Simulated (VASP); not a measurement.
Crystal: Al3Rh2.

```xyz
5
Lattice="3.8755 0.0000 0.0000 -1.9378 3.3563 0.0000 0.0000 0.0000 5.7439" Properties=species:S:1:pos:R:3 pbc="T T T"
Al    0.0000    0.0000    1.0341
Al    0.0000    0.0000    4.7097
Al    0.0000    0.0000    2.8719
Rh    0.0000    2.2375    0.0000
Rh    1.9378    1.1188    0.0000
```

| Quantity | Value |
| --- | --- |
| Program | VASP 6.6.1 |
| Task | relaxation of cell and atoms |
| Functional | PBE |
| Potentials or basis | VASP PAW PBE potentials, release 64 (Al, Rh_pv) |
| Cutoff | 600 eV |
| k mesh | 6 × 6 × 4 |
| Occupations | gaussian, width 0.1 eV |
| Spin | no spin polarisation |

At the start: pressure 92.3 GPa; volume 14.94 Å³/atom.

**Question.** How do energy, volume and symmetry change on relaxing?

**Answer.** Over 23 steps the energy falls by 2243.7 meV/atom and the volume is 23.55 Å³/atom (+57.6 %); space group P6/mmm (No. 191, to 0.05 Å).

The path:
```tsv
step	energy change (eV)	largest force (eV/Å)	pressure (GPa)	volume (Å³)
1	0.0000	5.5628	92.33	74.71
2	11.5590	1.5457	-9.01	206.61
3	82.4632	14.0110	21.19	180.17
4	12.3458	0.0822	-23.76	197.62
5	35.0744	10.8042	10.46	186.66
6	-3.7639	0.5469	-12.94	192.09
7	70.7051	15.4123	70.94	119.08
8	21.8912	0.2183	-15.35	172.48
9	77.7885	17.8404	28.97	157.62
10	12.3201	0.2699	-11.77	166.62
11	-5.4593	2.5643	-0.67	162.08
12	-9.9225	0.2619	-7.57	147.20
13	-10.1047	0.1597	-7.76	146.80
14	-9.9594	2.2235	3.99	122.18
15	-10.6528	1.3769	-0.65	128.14
16	-10.6608	1.5182	0.32	126.46
17	-10.9945	1.3332	0.54	121.24
18	-11.1212	0.6291	2.42	115.07
19	-11.1655	0.8665	1.68	116.50
20	-11.1657	0.8108	1.80	116.14
21	-11.2017	0.1320	-1.63	119.96
22	-11.2085	0.1142	-0.71	118.84
23	-11.2184	0.0110	0.08	117.77
```

Final structure:
```cif
data_structure
_symmetry_space_group_name_H-M 'P 1'
_symmetry_Int_Tables_number 1
_cell_length_a 4.1714
_cell_length_b 4.1714
_cell_length_c 7.8156
_cell_angle_alpha 90.000
_cell_angle_beta 90.000
_cell_angle_gamma 120.000
_cell_volume 117.77
loop_
_atom_site_label
_atom_site_type_symbol
_atom_site_fract_x
_atom_site_fract_y
_atom_site_fract_z
_atom_site_occupancy
Al1 Al 0.00000 0.00000 0.17039 1
Al2 Al 0.00000 0.00000 0.82961 1
Al3 Al 0.00000 0.00000 0.50000 1
Rh1 Rh 0.33333 0.66667 0.00000 1
Rh2 Rh 0.66667 0.33333 0.00000 1
```

Caveat: the volume moved by over 15 % at a fixed basis, so the end points are rough.
